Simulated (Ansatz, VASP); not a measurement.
## One calculation of NaLa, two programs

```
La Na
1.0
     3.69996    0.00000    0.00000
    -1.84998    3.20426    0.00000
     0.00000    0.00000    6.65227
La Na
1 1
Cartesian
  0.0000 2.1362 3.3261
  0.0000 0.0000 0.0000
```

Change from the starting cell: volume scaled by 1.08.

Alike in both runs: task single point; functional PBE; k mesh 9 × 9 × 4; occupations gaussian, width 0.02 eV; no spin polarisation.

|  | VASP | Ansatz |
| --- | --- | --- |
| version | VASP 6.6.1 | Ansatz 0.2.0 |
| potentials or method | VASP PAW PBE potentials, release 64 (La, Na_pv), cutoff 520 eV | all-electron LAPW, scalar-relativistic |

VASP gave:

* gap on the k mesh at the Fermi level (eV): none
* pressure (GPa): -1.2
* traceless stress, the component that is largest in VASP (GPa): 0.18

**Question.** Which values does Ansatz return?

**Answer.** gap on the k mesh at the Fermi level (eV): none; pressure (GPa): -1.2; traceless stress, the component that is largest in VASP (GPa): 0.17.

A gap of «none» marks a metal or a gap that the smearing closes. Ansatz ran all-electron here, and VASP with PAW potentials.

Spin-orbit coupling is off throughout.
